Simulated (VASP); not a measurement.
# Sr (P6/mmm) in VASP: notebook, part 2 of 2

VASP 6.6.1. The steps go on from the part before.

## 3. Relaxation of shape and atoms at fixed volume, PBE

This run uses another cell than the first one, of 32.15 Å³/atom.

Input file INCAR:

```
SYSTEM = Sr
  PREC = Accurate
  ENCUT = 600
  EDIFF = 1E-6
  ISMEAR = -1
  SIGMA = 0.1
  LREAL = .FALSE.
  LASPH = .TRUE.
  NELM = 100
  ALGO = Normal
  ISIF = 4
  LWAVE = .FALSE.
  LCHARG = .FALSE.
  GGA = PE
  IBRION = 2
  NSW = 50
  EDIFFG = -0.005
```

Input file KPOINTS:

```
regular mesh
0
G
  5 5 7
  0 0 0
```

Input file POSCAR:

```
Sr
1.0
    5.7111097961      0.0000000000      0.0000000000
   -2.8555548980      4.9459661672      0.0000000000
    0.0000000000      0.0000000000      3.4143933389
Sr
3
Direct
    0.0000000000      0.0000000000      0.0000000000
    0.3333333333      0.6666666667      0.5000000000
    0.6666666667      0.3333333333      0.5000000000
```

Potentials or basis: VASP PAW PBE potentials, release 64 (Sr_sv).

Command:

```bash
$ cat potpaw_PBE.64/Sr_sv/POTCAR > POTCAR
$ mpirun -np 1 vasp_std > vasp.out
```

OUTCAR:

```text
SYSTEM = Sr
   PREC = Accurate
   ENCUT = 600
   EDIFF = 1E-6
   ISMEAR = -1
   LREAL = .FALSE.
   LASPH = .TRUE.
   NELM = 100
   ISIF = 4
   GGA = PE
   IBRION = 2
   NSW = 50
   EDIFFG = -0.005

 ion  position               nearest neighbor table
   1  0.000  0.000  0.000-   2 3.71   3 3.71   2 3.71   3 3.71   2 3.71   2 3.71   3 3.71   3 3.71
                             3 3.71   3 3.71   2 3.71   2 3.71
   2  0.333  0.667  0.500-   3 3.30   3 3.30   3 3.30   1 3.71   1 3.71   1 3.71   1 3.71   1 3.71
                             1 3.71   3 4.75   3 4.75   3 4.75   3 4.75   3 4.75   3 4.75
   3  0.667  0.333  0.500-   2 3.30   2 3.30   2 3.30   1 3.71   1 3.71   1 3.71   1 3.71   1 3.71
                             1 3.71   2 4.75   2 4.75   2 4.75   2 4.75   2 4.75   2 4.75

  LATTYP: Found a hexagonal cell.
 ALAT       =     5.7111097961
 C/A-ratio  =     0.5978511114

  Lattice vectors:

 A1 = (   5.7111097961,   0.0000000000,   0.0000000000)
 A2 = (  -2.8555548980,   4.9459661672,   0.0000000000)
 A3 = (   0.0000000000,   0.0000000000,   3.4143933389)

Analysis of symmetry for initial positions (statically):
=====================================================================
 Subroutine PRICEL returns:
 Original cell was already a primitive cell.

 Routine SETGRP: Setting up the symmetry group for a
 hexagonal supercell.

 Subroutine GETGRP returns: Found 24 space group operations
 (whereof 24 operations were pure point group operations)
 out of a pool of 24 trial point group operations.

The static configuration has the point symmetry D_6h.

Analysis of symmetry for dynamics (positions and initial velocities):
=====================================================================
 Subroutine PRICEL returns:
 Original cell was already a primitive cell.

 Routine SETGRP: Setting up the symmetry group for a
 hexagonal supercell.

 Subroutine GETGRP returns: Found 24 space group operations
 (whereof 24 operations were pure point group operations)
 out of a pool of 24 trial point group operations.

The dynamic configuration has the point symmetry D_6h.

 Subroutine INISYM returns: Found 24 space group operations
 (whereof 24 operations are pure point group operations),
 and found     1 'primitive' translations

----------------------------------------------------------------------------------------

                                     Primitive cell

  volume of cell :      96.4462

  direct lattice vectors                    reciprocal lattice vectors
     5.711109796  0.000000000  0.000000000     0.175097317  0.101092483  0.000000000
    -2.855554898  4.945966167  0.000000000     0.000000000  0.202184966  0.000000000
     0.000000000  0.000000000  3.414393339     0.000000000  0.000000000  0.292877797

  length of vectors
     5.711109796  5.711109796  3.414393339     0.202184966  0.202184966  0.292877797

  position of ions in fractional coordinates (direct lattice)
     0.000000000  0.000000000  0.000000000
     0.333333333  0.666666667  0.500000000
     0.666666667  0.333333333  0.500000000

  ion indices of the primitive-cell ions
   primitive index   ion index
                 1           1
                 2           2
                 3           3

----------------------------------------------------------------------------------------

 KPOINTS: regular mesh

Automatic generation of k-mesh.
 Grid dimensions read from file:
 generate k-points for:    5    5    7

 Generating k-lattice:

  Cartesian coordinates                     Fractional coordinates (reciprocal lattice)
     0.035019463  0.020218497  0.000000000     0.200000000  0.000000000  0.000000000
     0.000000000  0.040436993  0.000000000     0.000000000  0.200000000  0.000000000
     0.000000000  0.000000000  0.041839685     0.000000000  0.000000000  0.142857143

  Length of vectors
     0.040436993  0.040436993  0.041839685

  Shift w.r.t. Gamma in fractional coordinates (k-lattice)
     0.000000000  0.000000000  0.000000000

 Subroutine IBZKPT returns following result:
 ===========================================

 Found     20 irreducible k-points:

 Following reciprocal coordinates:
            Coordinates               Weight
  0.000000  0.000000  0.000000      1.000000
  0.200000 -0.000000  0.000000      6.000000
  0.400000 -0.000000  0.000000      6.000000
  0.200000  0.200000  0.000000      6.000000
  0.400000  0.200000  0.000000      6.000000
  0.000000  0.000000  0.142857      2.000000
[... 12 lines left out ...]
  0.200000  0.200000  0.428571     12.000000
  0.400000  0.200000  0.428571     12.000000
   k-points           NKPTS =     20   k-points in BZ     NKDIM =     20   number of bands    NBANDS=     19
   number of dos      NEDOS =    301   number of ions     NIONS =      3
   total plane-waves  NPLWV =  64512
   dimension x,y,z NGX =    48 NGY =   48 NGZ =   28
   dimension x,y,z NGXF=    96 NGYF=   96 NGZF=   56
   ions per type =               3
   NGX,Y,Z   is equivalent  to a cutoff of  13.97, 13.97, 13.63 a.u.
   NGXF,Y,Z  is equivalent  to a cutoff of  27.94, 27.94, 27.27 a.u.
 SYSTEM =  Sr
   PREC   = accura    normal or accurate (medium, high low for compatibility)
   ISTART =      0    job   : 0-new  1-cont  2-samecut
   ICHARG =      2    charge: 1-file 2-atom 10-const
   ISPIN  =      1    spin polarized calculation?
   LNONCOLLINEAR =      F non collinear calculations
   LSORBIT =      F    spin-orbit coupling
   LASPH  =      T    aspherical Exc in radial PAW
   ENCUT  =  600.0 eV  44.10 Ry    6.64 a.u.  11.41 11.41  6.82*2*pi/ulx,y,z
   NELM   =    100;   NELMIN=  2; NELMDL= -5     # of ELM steps
   EDIFF  = 0.1E-05   stopping-criterion for ELM
   LREAL  =      F    real-space projection
   EDIFFG = -.5E-02   stopping-criterion for IOM
   NSW    =     50    number of steps for IOM
   IBRION =      2    ionic relax: 0-MD 1-quasi-New 2-CG
   NFREE  =      1    steps in history (QN), initial steepest desc. (CG)
   ISIF   =      4    stress and relaxation
   ISYM   =      2    0-nonsym 1-usesym 2-fastsym
   POTIM  = 0.5000    time-step for ionic-motion
   TEBEG  =    0.0;   TEEND  =   0.0 temperature during run
   PSTRESS=    0.0 pullay stress
   NELECT =      30.0000    total number of electrons
   NUPDOWN=      -1.0000    fix difference up-down
   EMIN   =  10.00;   EMAX   =-10.00  energy-range for DOS
   EFERMI =   0.00;   METHOD = LEGACY
   ISMEAR =    -1;   SIGMA  =   0.10  broadening in eV -4-tet -1-fermi 0-gaus
   EFERMI_NEDOS =   21; number of points for ismear=-14 and -15
   IALGO  =     38    algorithm
   IMIX   =      4    mixing-type and parameters
     AMIX     =   0.40;   BMIX     =  1.00
     AMIX_MAG =   1.60;   BMIX_MAG =  1.00
  volume/ion in A,a.u.               =      32.15       216.95
  Fermi-wavevector in a.u.,A,eV,Ry     =   1.109226  2.096134 16.740379  1.230383
  Thomas-Fermi vector in A             =   2.245763
   LORBIT       =      0    0 simple, 1 ext, 2 COOP (PROOUT), +10 PAW based schemes
   GGA     = PE    functional components
   LHFCALC =     F    Hartree Fock is set to
   AEXX    =    0.0000 exact exchange contribution
   IVDW    =     0    specifies the selected vdW correction
   LEPSILON=     F    determine dielectric tensor
   LRPA    =     F    only Hartree local field effects (RPA)
 conjugate gradient relaxation of ions
 non-spin polarized calculation
  energy-cutoff  :      600.00
  volume of cell :       96.45
 maximum number of plane-waves:      3236
 NGX is ok and might be reduce to    48
   NGX = 23   NGY = 23   NGZ = 13

--------------------------------------- Ionic step        1  -------------------------------------------

 number of electron      30.0000000 magnetization

 Free energy of the ion-electron system (eV)
  ---------------------------------------------------
  ext. energy  EPLUGINS =         0.00000000
  ---------------------------------------------------
  free energy    TOTEN  =        -2.71117801 eV

  energy without entropy =       -2.58136465  energy(sigma->0) =       -2.64627133

------------------------ aborting loop because EDIFF is reached ----------------------------------------

  FORCE on cell =-STRESS in cart. coord.  units (eV):
  Direction    XX          YY          ZZ          XY          YZ          ZX
  --------------------------------------------------------------------------------------
  -------------------------------------------------------------------------------------
  Total        8.7577164      8.7577164      7.9453814      0.0000000      0.0000000      0.0000000
  in kB      145.4843434    145.4843434    131.9897271      0.0000000      0.0000000      0.0000000
  external PRESSURE =     140.9861379 kB  Pullay stress =       0.0000000 kB
[... 59 lines left out ...]
  energy  without entropy=       -2.5868236382  energy(sigma->0) =       -2.65146017

--------------------------------------- Ionic step        3  -------------------------------------------

 number of electron      30.0000000 magnetization

 Free energy of the ion-electron system (eV)
  ---------------------------------------------------
  ext. energy  EPLUGINS =         0.00000000
  ---------------------------------------------------
  free energy    TOTEN  =        -2.71689587 eV

  energy without entropy =       -2.58791277  energy(sigma->0) =       -2.65240432

 E-fermi :   3.6917     XC(G=0):  -9.1935

 val. band max:        3.6686928738   @ k =   0.2000  -0.0000   0.2857
 cond. band min:       3.7047574980   @ k =   0.2000  -0.0000   0.1429
 fundamental gap:      0.0360646242
 Fermi energy:         3.6917272833

 k-point     1 :       0.0000    0.0000    0.0000
  band No.  band energies     occupation
      1     -32.0466      2.00000
      2     -31.8685      2.00000
      3     -31.8002      2.00000
      4     -14.4577      2.00000
      5     -14.4577      2.00000
      6     -14.1527      2.00000
[... 11 lines left out ...]
     18       4.5199      0.00051
     19       4.9351      0.00001
[... 446 lines left out ...]
  FREE ENERGIE OF THE ION-ELECTRON SYSTEM (eV)
  ---------------------------------------------------
  free  energy   TOTEN  =        -2.7168958711 eV

  energy  without entropy=       -2.5879127663  energy(sigma->0) =       -2.65240432

 reached required accuracy - stopping structural energy minimisation
```

It took 3.1 min on 1 thread of Oxide Virtual Turin-like, shared host; peak memory 0.22 GiB.

What came out:

| Property | Result |
| --- | --- |
| Free energy | -2.7169 eV |
| Energy gained by relaxing | 1.9 meV/atom |
| Ionic steps | 3 |
| Pressure after relaxing | 14.1 GPa |
| Band gap on the k mesh | zero (bands 15 and 16 overlap by 0.91 eV) |

Step by step:
```csv
step,energy change (eV),largest force (eV/Å),pressure (GPa),volume (Å³)
1,0.0000,0.0000,14.10,96.45
2,-0.0049,0.0000,14.10,96.45
3,-0.0057,0.0000,14.11,96.45
```

Final structure:
```
Sr
1.0
     5.74989    0.00000    0.00000
    -2.87494    4.97955    0.00000
     0.00000    0.00000    3.36850
Sr
3
Direct
  0.00000 0.00000 0.00000
  0.33333 0.66667 0.50000
  0.66667 0.33333 0.50000
```

Levels at points of the mesh, in eV from the Fermi level:
| k point | band 11 | band 12 | band 13 | band 14 | band 15 | band 16 | band 17 | band 18 | band 19 |
| --- | --- | --- | --- | --- | --- | --- | --- | --- | --- |
| (0.00, 0.00, 0.00) | -17.18 | -17.17 | -4.05 | -0.40 | 0.77 | 0.77 | 0.83 | 0.83 | 1.24 |

## 4. Relaxation of shape and atoms at fixed volume, PBE

This run uses another cell than the first one, of 48.78 Å³/atom.

Input file INCAR:

```
ALGO = Normal
EDIFF = 1E-7
EDIFFG = -0.005
ENCUT = 600
GGA = PE
IBRION = 2
ISIF = 4
ISMEAR = -1
LASPH = T
LCHARG = F
LREAL = F
LWAVE = F
NELM = 80
NSW = 50
PREC = Accurate
SIGMA = 0.1
```

Input file KPOINTS:

```
k-points
0
Gamma
  5 5 7
```

Input file POSCAR:

```
Sr
1.0
    6.5625415949      0.0000000000      0.0000000000
   -3.2812707975      5.6833277346      0.0000000000
    0.0000000000      0.0000000000      3.9234227862
Sr
3
Direct
    0.0000000000      0.0000000000      0.0000000000
    0.3333333333      0.6666666667      0.5000000000
    0.6666666667      0.3333333333      0.5000000000
```

Command:

```bash
$ cat potpaw_PBE.64/Sr_sv/POTCAR > POTCAR
$ mpirun -np 1 vasp_std > vasp.out
```

It took 4.4 min on 1 thread of Oxide Virtual Turin-like, shared host; peak memory 0.29 GiB.

Results (log left out):

```yaml
Free_energy: -4.7319 eV
Energy_gained_by_relaxing: 0.1 meV/atom
Ionic_steps: 3
Pressure_after_relaxing: 1.7 GPa
Band_gap_on_the_k_mesh: zero (bands 15 and 16 overlap by 0.29 eV)
```

Step by step:
```
step  energy change (eV)  largest force (eV/Å)  pressure (GPa)  volume (Å³)
   1              0.0000                0.0000            1.74       146.33
   2             -0.0003                0.0000            1.73       146.33
   3             -0.0004                0.0000            1.73       146.33
```

Final structure:
```
Sr
1.0
     6.57500    0.00000    0.00000
    -3.28750    5.69412    0.00000
     0.00000    0.00000    3.90857
Sr
3
Direct
  0.00000 0.00000 0.00000
  0.33333 0.66667 0.50000
  0.66667 0.33333 0.50000
```

Levels at points of the mesh, in eV from the Fermi level:
```csv
k point,band 11,band 12,band 13,band 14,band 15,band 16,band 17,band 18,band 19
"(0.00, 0.00, 0.00)",-18.23,-18.22,-3.80,-0.14,0.23,0.23,0.29,0.29,0.66
```

## 5. The runs side by side

| cell | gap on the mesh (eV) | pressure (GPa) |
| --- | --- | --- |
| relaxed from a = 5.435, b = 5.435, c = 3.250 Å, angles 90.0, 90.0, 120.0°, 3 atoms | none | 22.0 |
| relaxed from a = 5.711, b = 5.711, c = 3.414 Å, angles 90.0, 90.0, 120.0°, 3 atoms | none | 14.1 |
| relaxed from a = 6.563, b = 6.563, c = 3.923 Å, angles 90.0, 90.0, 120.0°, 3 atoms | none | 1.7 |

Alike in all rows: task relaxation of shape and atoms at fixed volume; level PBE; potentials or basis VASP PAW PBE potentials, release 64 (Sr_sv); no spin polarisation; k mesh 5 × 5 × 7; cutoff (eV) 600; smearing fermi-dirac 0.1 eV.

Absolute energies hang on the potentials; compare differences alone.

The gap in the log of VASP goes by the Fermi energy; the results here count the filled bands.